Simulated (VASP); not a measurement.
# AlN (I4mm) in VASP: single point with PBE

Aim: the single point of AlN with PBE.

All numbers are computed with VASP 6.6.1; they aren't measurements. Logs are shortened: lines on timing, memory, paths and dates and some standing lists are left out, and cuts for length are marked.

### Step 1. The cell of the first run

Symmetry: I4mm, No. 107, tetragonal system. Conventional cell: a = 2.877 Å, b = 2.877 Å, c = 4.069 Å, α = 90.00°, β = 90.00°, γ = 90.00°. Within 2.0 Å of Al (site symmetry 4mm) lie 1 N at 1.53 Å. Within 2.0 Å of N (site symmetry 4mm) lie 1 Al at 1.53 Å.

### Step 2. Single point, PBE

The input, INCAR:

```
PREC = Accurate
ENCUT = 520
EDIFF = 1E-7
ISMEAR = 0
SIGMA = 0.1
LREAL = F
LASPH = T
NELM = 60
ALGO = Normal
ISIF = 2
LWAVE = F
LCHARG = F
GGA = PE
NBANDS = 11
```

The input, KPOINTS:

```
Automatic mesh
0
Gamma
  6 6 6
```

The input, POSCAR:

```
AlN
1.0
    0.0000000000      2.0345180000      2.0345180000
    2.0345180000      0.0000000000      2.0345180000
    2.0345180000      2.0345180000      0.0000000000
Al N
1 1
Direct
    0.5000000000      0.5000000000      0.5000000000
   -0.1228792274      0.1228792274      0.1228792274
```

Potentials or basis: VASP PAW PBE potentials, release 64 (Al, N).

The run is started by

```console
cat potpaw_PBE.64/Al/POTCAR potpaw_PBE.64/N/POTCAR > POTCAR
mpirun -np 1 vasp_std > vasp.out
```

OUTCAR:

```text
PREC = Accurate
   ENCUT = 520
   EDIFF = 1E-7
   ISMEAR = 0
   LREAL = F
   LASPH = T
   NELM = 60
   ISIF = 2
   GGA = PE

 ion  position               nearest neighbor table
   1  0.500  0.500  0.500-   2 1.53   2 2.10   2 2.10   2 2.10   2 2.10   2 2.53
   2  0.877  0.123  0.123-   1 1.53   1 2.10   1 2.10   1 2.10   1 2.10   1 2.53

  LATTYP: Found a face centered cubic cell.
 ALAT       =     4.0690360000

  Lattice vectors:

 A1 = (   0.0000000000,   2.0345180000,   2.0345180000)
 A2 = (   2.0345180000,   0.0000000000,   2.0345180000)
 A3 = (   2.0345180000,   2.0345180000,   0.0000000000)

Analysis of symmetry for initial positions (statically):
=====================================================================
 Subroutine PRICEL returns:
 Original cell was already a primitive cell.

 Routine SETGRP: Setting up the symmetry group for a
 face centered cubic supercell.

 Subroutine GETGRP returns: Found  8 space group operations
 (whereof  8 operations were pure point group operations)
 out of a pool of 48 trial point group operations.

The static configuration has the point symmetry C_4v.

Analysis of symmetry for dynamics (positions and initial velocities):
=====================================================================
 Subroutine PRICEL returns:
 Original cell was already a primitive cell.

 Routine SETGRP: Setting up the symmetry group for a
 face centered cubic supercell.

 Subroutine GETGRP returns: Found  8 space group operations
 (whereof  8 operations were pure point group operations)
 out of a pool of 48 trial point group operations.

The dynamic configuration has the point symmetry C_4v.

 Subroutine INISYM returns: Found  8 space group operations
 (whereof  8 operations are pure point group operations),
 and found     1 'primitive' translations

----------------------------------------------------------------------------------------

                                     Primitive cell

  volume of cell :      16.8428

  direct lattice vectors                    reciprocal lattice vectors
     0.000000000  2.034518000  2.034518000    -0.245758455  0.245758455  0.245758455
     2.034518000  0.000000000  2.034518000     0.245758455 -0.245758455  0.245758455
     2.034518000  2.034518000  0.000000000     0.245758455  0.245758455 -0.245758455

  length of vectors
     2.877242948  2.877242948  2.877242948     0.425666130  0.425666130  0.425666130

  position of ions in fractional coordinates (direct lattice)
     0.500000000  0.500000000  0.500000000
     0.877120773  0.122879227  0.122879227
[... 81 lines left out ...]
   IBRION =     -1    ionic relax: 0-MD 1-quasi-New 2-CG
   NFREE  =      0    steps in history (QN), initial steepest desc. (CG)
   ISIF   =      2    stress and relaxation
   ISYM   =      2    0-nonsym 1-usesym 2-fastsym
   POTIM  = 0.5000    time-step for ionic-motion
   TEBEG  =    0.0;   TEEND  =   0.0 temperature during run
   PSTRESS=    0.0 pullay stress
   NELECT =       8.0000    total number of electrons
   NUPDOWN=      -1.0000    fix difference up-down
   EMIN   =  10.00;   EMAX   =-10.00  energy-range for DOS
   EFERMI =   0.00;   METHOD = LEGACY
   ISMEAR =     0;   SIGMA  =   0.10  broadening in eV -4-tet -1-fermi 0-gaus
   EFERMI_NEDOS =   21; number of points for ismear=-14 and -15
   IALGO  =     38    algorithm
   IMIX   =      4    mixing-type and parameters
     AMIX     =   0.40;   BMIX     =  1.00
     AMIX_MAG =   1.60;   BMIX_MAG =  1.00
  volume/ion in A,a.u.               =       8.42        56.83
  Fermi-wavevector in a.u.,A,eV,Ry     =   1.277321  2.413786 22.198561  1.631548
  Thomas-Fermi vector in A             =   2.409927
   LORBIT       =      0    0 simple, 1 ext, 2 COOP (PROOUT), +10 PAW based schemes
   GGA     = PE    functional components
   LHFCALC =     F    Hartree Fock is set to
   AEXX    =    0.0000 exact exchange contribution
   IVDW    =     0    specifies the selected vdW correction
   LEPSILON=     F    determine dielectric tensor
   LRPA    =     F    only Hartree local field effects (RPA)
 non-spin polarized calculation
 Gauss-broadening in eV      SIGMA  =   0.10
  energy-cutoff  :      520.00
  volume of cell :       16.84
 maximum number of plane-waves:       464
 NGX is ok and might be reduce to    24
   NGX = 11   NGY = 11   NGZ = 11

 number of electron       8.0000000 magnetization

 Free energy of the ion-electron system (eV)
  ---------------------------------------------------
  ext. energy  EPLUGINS =         0.00000000
  ---------------------------------------------------
  free energy    TOTEN  =       -12.69145769 eV

  energy without entropy =      -12.69145769  energy(sigma->0) =      -12.69145769

 E-fermi :   9.8209     XC(G=0): -12.0852

 val. band max:        9.3597547611   @ k =   0.0000   0.0000   0.0000
 cond. band min:      13.3980765418   @ k =   0.5000   0.5000   0.0000
 fundamental gap:      4.0383217807
 Fermi energy:         9.8208649250

 k-point     1 :       0.0000    0.0000    0.0000
  band No.  band energies     occupation
      1      -7.7852      2.00000
      2       8.7123      2.00000
      3       9.3598      2.00000
      4       9.3598      2.00000
      5      14.5126      0.00000
      6      22.2666      0.00000
      7      22.3586      0.00000
      8      22.3586      0.00000
      9      26.1925      0.00000
     10      27.5282      0.00000
     11      27.8336      0.00000
[... 309 lines left out ...]
 k-point    24 :       0.1667    0.5000    0.3333
  band No.  band energies     occupation
      1      -4.8604      2.00000
      2       3.7892      2.00000
      3       5.8322      2.00000
      4       7.4707      2.00000
      5      16.8014      0.00000
      6      18.4599      0.00000
      7      19.6396      0.00000
      8      23.7600      0.00000
      9      26.7277      0.00000
     10      31.0445      0.00000
     11      32.7359      0.00000

 [... further k-points ...]
[... 5 lines left out ...]
  --------------------------------------------------------------------------------------
  -------------------------------------------------------------------------------------
  Total       18.0899565     -0.7074673     -0.7074673      0.0000000     -0.0000000     -0.0000000
  in kB     1720.8122917    -67.2980259    -67.2980259      0.0000000     -0.0000000     -0.0000000
  external PRESSURE =     528.7387466 kB  Pullay stress =       0.0000000 kB

 VOLUME and BASIS-vectors are now :
 -----------------------------------------------------------------------------
  energy-cutoff  :      520.00
  volume of cell :       16.84
      direct lattice vectors                 reciprocal lattice vectors
     0.000000000  2.034518000  2.034518000    -0.245758455  0.245758455  0.245758455
     2.034518000  0.000000000  2.034518000     0.245758455 -0.245758455  0.245758455
     2.034518000  2.034518000  0.000000000     0.245758455  0.245758455 -0.245758455

 POSITION                                       TOTAL-FORCE (eV/Angst)
 -----------------------------------------------------------------------------------
      2.03452      2.03452      2.03452        12.078044      0.000000      0.000000
      0.50000      2.03452      2.03452       -12.078044      0.000000      0.000000
 -----------------------------------------------------------------------------------
    total drift:                                0.000093     -0.000000     -0.000000

  FREE ENERGIE OF THE ION-ELECTRON SYSTEM (eV)
  ---------------------------------------------------
  free  energy   TOTEN  =       -12.6914576934 eV

  energy  without entropy=      -12.6914576934  energy(sigma->0) =      -12.69145769
```

OSZICAR:

```text
N       E                     dE             d eps       ncg     rms          rms(c)
DAV:   1     0.606918401293E+01    0.60692E+01   -0.38604E+03   668   0.634E+02
DAV:   2    -0.148737791691E+02   -0.20943E+02   -0.20450E+02   795   0.132E+02
DAV:   3    -0.153759405323E+02   -0.50216E+00   -0.50174E+00   803   0.186E+01
DAV:   4    -0.153777881920E+02   -0.18477E-02   -0.18476E-02   741   0.124E+00
DAV:   5    -0.153778040445E+02   -0.15853E-04   -0.15852E-04   811   0.116E-01    0.944E+00
DAV:   6    -0.127621482609E+02    0.26157E+01   -0.10960E+01   747   0.177E+01    0.316E+00
DAV:   7    -0.127074187941E+02    0.54729E-01   -0.32275E-01   771   0.413E+00    0.215E+00
DAV:   8    -0.126919554650E+02    0.15463E-01   -0.41515E-02   717   0.163E+00    0.229E-01
DAV:   9    -0.126914568053E+02    0.49866E-03   -0.58108E-03   771   0.534E-01    0.172E-01
DAV:  10    -0.126914420634E+02    0.14742E-04   -0.50334E-04   738   0.167E-01    0.654E-02
DAV:  11    -0.126914581465E+02   -0.16083E-04   -0.59123E-05   780   0.628E-02    0.442E-02
DAV:  12    -0.126914576821E+02    0.46438E-06   -0.32621E-06   789   0.125E-02    0.819E-03
DAV:  13    -0.126914576934E+02   -0.11263E-07   -0.20509E-07   630   0.349E-03
   1 F= -.12691458E+02 E0= -.12691458E+02  d E =-.304728E-12
```

Run time: 3.4 s. Hardware: 1 thread of Intel Xeon 6975P-C, shared host; peak memory 0.13 GiB.

What came out:

| Quantity | Value |
| --- | --- |
| Free energy | -12.6915 eV |
| Pressure | 52.9 GPa |
| Largest force | 12.078 eV/Å |
| Band gap on the k mesh | 4.04 eV, indirect (least direct gap 5.15 eV) |

Forces in eV/Å, atoms in the order of the input:
```
Al   12.078   0.000   0.000
N   -12.078   0.000   0.000
```

Stress tensor (GPa, compression positive):
```
172.08   0.00   0.00
  0.00  -6.73   0.00
  0.00   0.00  -6.73
```

Levels at points of the mesh, in eV from the valence-band top:
```
           k point  band 2  band 3  band 4  band 5  band 6  band 7
(0.00, 0.00, 0.00)   -0.65    0.00    0.00    5.15   12.91   13.00
(0.50, 0.00, 0.00)   -7.82   -1.04   -0.80    6.08   10.58   11.21
(0.50, 0.50, 0.00)   -6.93   -2.63   -2.48    4.04    5.77   14.08
(0.00, 0.50, 0.50)   -6.57   -2.50   -2.50    4.20    5.68   13.03
```

Caveat: the k points lie up to 0.45 Å⁻¹ apart; forces of over 1 eV/Å act on the atoms, so gaps and moduli don't describe the material at rest. A k mesh can miss the band edges.
